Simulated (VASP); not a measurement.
# CoSi (P4/mmm) in VASP: single point with PBEsol

Aim: the single point of CoSi with PBEsol.

All numbers are computed with VASP 6.6.1; they aren't measurements. Logs are shortened: lines on timing, memory, paths and dates and some standing lists are left out, and cuts for length are marked.

## 1. The cell of the first run

It takes space group P4/mmm (No. 123, tetragonal). Conventional cell: a = 2.796 Å, b = 2.796 Å, c = 2.807 Å, α = 90.00°, β = 90.00°, γ = 90.00°. Within 3.2 Å of Si (site symmetry 4/mmm) lie 8 Co at 2.42 Å and 6 Si at 2.80 to 2.81 Å. Within 3.2 Å of Co (site symmetry 4/mmm) lie 8 Si at 2.42 Å and 6 Co at 2.80 to 2.81 Å.

## 2. Single point, PBEsol, collinear spin, ferromagnetic start

INCAR

```
  ALGO = Normal
  EDIFF = 1E-7
  ENCUT = 520
  GGA = PS
  ISIF = 2
  ISMEAR = 0
  ISPIN = 2
  LASPH = True
  LCHARG = False
  LMAXMIX = 4
  LORBIT = 11
  LREAL = False
  LWAVE = False
  MAGMOM = 0 3
  NBANDS = 18
  NELM = 150
  PREC = Accurate
  SIGMA = 0.1
```

KPOINTS

```
k-points
0
Gamma
  6 6 6
```

POSCAR

```
CoSi
1.0
    1.9773552725     -1.9773764835      0.0000000000
    1.9773552725      1.9773764835      0.0000000000
    0.0000000000      0.0000000000      2.8069866265
Si Co
1 1
Direct
    0.0000000000      0.0000000000      0.0000000000
    0.5000000000      0.5000000000      0.5000000000
```

Potentials or basis: VASP PAW PBE potentials, release 64 (Si, Co).

Run with:

```
> cat potpaw_PBE.64/Si/POTCAR potpaw_PBE.64/Co/POTCAR > POTCAR
> mpirun -np 1 vasp_std > vasp.out
```

OUTCAR:

```text
EDIFF = 1E-7
   ENCUT = 520
   GGA = PS
   ISIF = 2
   ISMEAR = 0
   ISPIN = 2
   LASPH = True
   LORBIT = 11
   LREAL = False
   NELM = 150
   PREC = Accurate

 ion  position               nearest neighbor table
   1  0.000  0.000  0.000-   2 2.42   2 2.42   2 2.42   2 2.42   2 2.42   2 2.42   2 2.42   2 2.42

   2  0.500  0.500  0.500-   1 2.42   1 2.42   1 2.42   1 2.42   1 2.42   1 2.42   1 2.42   1 2.42

  LATTYP: Found a base centered orthorhombic cell.
 ALAT       =     3.9547105450
 B/A-ratio  =     1.0000107270
 C/A-ratio  =     0.7097830788

  Lattice vectors:

 A1 = (   1.9773552725,  -1.9773764835,   0.0000000000)
 A2 = (   1.9773552725,   1.9773764835,   0.0000000000)
 A3 = (   0.0000000000,   0.0000000000,   2.8069866265)

Analysis of symmetry for initial positions (statically):
=====================================================================
 Subroutine PRICEL returns:
 Original cell was already a primitive cell.

 Routine SETGRP: Setting up the symmetry group for a
 base centered orthorhombic supercell.

 Subroutine GETGRP returns: Found  8 space group operations
 (whereof  8 operations were pure point group operations)
 out of a pool of  8 trial point group operations.

The static configuration has the point symmetry D_2h.

Analysis of symmetry for dynamics (positions and initial velocities):
=====================================================================
 Subroutine PRICEL returns:
 Original cell was already a primitive cell.

 Routine SETGRP: Setting up the symmetry group for a
 base centered orthorhombic supercell.

 Subroutine GETGRP returns: Found  8 space group operations
 (whereof  8 operations were pure point group operations)
 out of a pool of  8 trial point group operations.

The dynamic configuration has the point symmetry D_2h.

Analysis of structural, dynamic, and magnetic symmetry:
=====================================================================
 Subroutine PRICEL returns:
 Original cell was already a primitive cell.

 Routine SETGRP: Setting up the symmetry group for a
 base centered orthorhombic supercell.

 Subroutine GETGRP returns: Found  8 space group operations
 (whereof  8 operations were pure point group operations)
 out of a pool of  8 trial point group operations.

The overall configuration has the point symmetry D_2h.

 Subroutine INISYM returns: Found  8 space group operations
 (whereof  8 operations are pure point group operations),
 and found     1 'primitive' translations

[... 112 lines left out ...]
   IMIX   =      4    mixing-type and parameters
     AMIX     =   0.40;   BMIX     =  1.00
     AMIX_MAG =   1.60;   BMIX_MAG =  1.00
  volume/ion in A,a.u.               =      10.98        74.06
  Fermi-wavevector in a.u.,A,eV,Ry     =   1.374805  2.598005 25.716224  1.890089
  Thomas-Fermi vector in A             =   2.500198
   LORBIT       =     11    0 simple, 1 ext, 2 COOP (PROOUT), +10 PAW based schemes
   GGA     = PS    functional components
   LHFCALC =     F    Hartree Fock is set to
   AEXX    =    0.0000 exact exchange contribution
   IVDW    =     0    specifies the selected vdW correction
   LEPSILON=     F    determine dielectric tensor
   LRPA    =     F    only Hartree local field effects (RPA)
 spin polarized calculation
 Gauss-broadening in eV      SIGMA  =   0.10
  energy-cutoff  :      520.00
  volume of cell :       21.95
 maximum number of plane-waves:       624
 NGX is ok and might be reduce to    24
   NGX = 11   NGY = 11   NGZ = 11

 number of electron      12.9999999 magnetization       0.7221559

 Free energy of the ion-electron system (eV)
  ---------------------------------------------------
  ext. energy  EPLUGINS =         0.00000000
  ---------------------------------------------------
  free energy    TOTEN  =       -14.51468854 eV

  energy without entropy =      -14.50749514  energy(sigma->0) =      -14.51109184

 E-fermi :  12.4129     XC(G=0): -12.9476

 val. band max:       12.3999796316   @ k =   0.5000   0.3333   0.0000
 cond. band min:      12.4517954010   @ k =   0.0000   0.0000   0.3333
 fundamental gap:      0.0518157693
 Fermi energy:        12.4128943605

 spin component 1

 k-point     1 :       0.0000    0.0000    0.0000
  band No.  band energies     occupation
      1      -1.6608      1.00000
      2       8.2550      1.00000
      3       8.2578      1.00000
      4      10.7525      1.00000
      5      10.7526      1.00000
      6      10.7656      1.00000
[... 493 lines left out ...]
     17      34.6462      0.00000
     18      38.6956      0.00000

 [... further k-points ...]

 spin component 2

 k-point     1 :       0.0000    0.0000    0.0000
  band No.  band energies     occupation
      1      -1.6351      1.00000
      2       8.9931      1.00000
      3       9.0024      1.00000
      4      11.2676      1.00000
      5      11.2676      1.00000
      6      11.2795      1.00000
[... 493 lines left out ...]
     17      34.6786      0.00000
     18      38.7967      0.00000

 [... further k-points ...]
[... 5 lines left out ...]
  --------------------------------------------------------------------------------------
  -------------------------------------------------------------------------------------
  Total       -1.3337039     -1.3338981     -1.3632198      0.0000000      0.0000000      0.0000000
  in kB      -97.3476750    -97.3618510    -99.5020535      0.0000000      0.0000000      0.0000000
  external PRESSURE =     -98.0705265 kB  Pullay stress =       0.0000000 kB

 VOLUME and BASIS-vectors are now :
 -----------------------------------------------------------------------------
  energy-cutoff  :      520.00
  volume of cell :       21.95
      direct lattice vectors                 reciprocal lattice vectors
     1.977355273 -1.977376484  0.000000000     0.252863007 -0.252860295  0.000000000
     1.977355273  1.977376484  0.000000000     0.252863007  0.252860295  0.000000000
     0.000000000  0.000000000  2.806986627     0.000000000  0.000000000  0.356253924

 POSITION                                       TOTAL-FORCE (eV/Angst)
 -----------------------------------------------------------------------------------
      0.00000      0.00000      0.00000         0.000000      0.000000      0.000000
      1.97736      0.00000      1.40349         0.000000      0.000000      0.000000
 -----------------------------------------------------------------------------------
    total drift:                                0.000000     -0.000000     -0.000000

  FREE ENERGIE OF THE ION-ELECTRON SYSTEM (eV)
  ---------------------------------------------------
  free  energy   TOTEN  =       -14.5146885410 eV

  energy  without entropy=      -14.5074951448  energy(sigma->0) =      -14.51109184

 total charge

# of ion       s       p       d       tot
------------------------------------------
    1        0.712   0.847   0.000   1.559
    2        0.430   0.582   7.548   8.561
--------------------------------------------------
tot          1.142   1.430   7.548  10.120

 magnetization (x)

# of ion       s       p       d       tot
------------------------------------------
    1       -0.001   0.012   0.000   0.011
    2        0.008   0.006   0.710   0.724
--------------------------------------------------
tot          0.008   0.018   0.710   0.735
```

OSZICAR:

```text
N       E                     dE             d eps       ncg     rms          rms(c)
DAV:   1     0.434749529507E+02    0.43475E+02   -0.56437E+03  3896   0.805E+02
DAV:   2    -0.131127055656E+02   -0.56588E+02   -0.49544E+02  3994   0.163E+02
DAV:   3    -0.157150099405E+02   -0.26023E+01   -0.25344E+01  4502   0.363E+01
DAV:   4    -0.157444744983E+02   -0.29465E-01   -0.29435E-01  4284   0.341E+00
DAV:   5    -0.157450314073E+02   -0.55691E-03   -0.55685E-03  4450   0.501E-01    0.173E+01
DAV:   6    -0.198268587443E+02   -0.40818E+01   -0.42963E+01  4142   0.800E+01    0.194E+01
DAV:   7    -0.145370266462E+02    0.52898E+01   -0.22817E+01  4210   0.539E+01    0.263E+00
DAV:   8    -0.145329870803E+02    0.40396E-02   -0.20291E-01  4480   0.290E+00    0.146E+00
DAV:   9    -0.145164224535E+02    0.16565E-01   -0.27761E-02  4572   0.169E+00    0.734E-01
DAV:  10    -0.145148031651E+02    0.16193E-02   -0.14373E-03  4744   0.280E-01    0.199E-01
DAV:  11    -0.145147144979E+02    0.88667E-04   -0.30446E-04  4572   0.199E-01    0.110E-01
DAV:  12    -0.145146867176E+02    0.27780E-04   -0.61792E-05  5080   0.729E-02    0.362E-02
DAV:  13    -0.145146892253E+02   -0.25078E-05   -0.12497E-05  4710   0.355E-02    0.132E-02
DAV:  14    -0.145146890982E+02    0.12717E-06   -0.10449E-06  4698   0.953E-03    0.511E-03
DAV:  15    -0.145146889107E+02    0.18745E-06   -0.16627E-07  2376   0.358E-03    0.280E-03
DAV:  16    -0.145146885584E+02    0.35230E-06   -0.20869E-07  2834   0.272E-03    0.519E-04
DAV:  17    -0.145146885410E+02    0.17433E-07   -0.20546E-08  2092   0.113E-03
   1 F= -.14514689E+02 E0= -.14511092E+02  d E =-.719340E-02  mag=     0.7222
```

stdout:

```text
POSCAR found type information on POSCAR SiCo
 POSCAR found :  2 types and       2 ions
 scaLAPACK will be used
 -----------------------------------------------------------------------------
|                                                                             |
|                                                                             |
|     You enforced a specific xc type in the INCAR file but a different       |
|     I HOPE YOU KNOW WHAT YOU ARE DOING!                                     |
|                                                                             |
 -----------------------------------------------------------------------------

 LDA part: xc-table for (Slater+PW92), standard interpolation
 POSCAR, INCAR and KPOINTS ok, starting setup
 FFT: planning ... GRIDC
 FFT: planning ... GRID_SOFT
 FFT: planning ... GRID
 WAVECAR not read
 entering main loop
```

It took 20 s on 1 thread of Intel Xeon Platinum 8488C (Sapphire Rapids), shared host; peak memory 0.17 GiB.

What came out:

| Property | Result |
| --- | --- |
| Free energy | -14.5147 eV |
| Pressure | -9.8 GPa |
| Net moment | 0.72 μB per cell |
| Site moments | Si +0.01; Co +0.72 μB |
| Valence electrons inside the program's atomic spheres | Si 1.56; Co 8.56 |

Caveat: the k points lie up to 0.37 Å⁻¹ apart; the PAW data sets were made with another functional, which shifts forces and pressure a little.
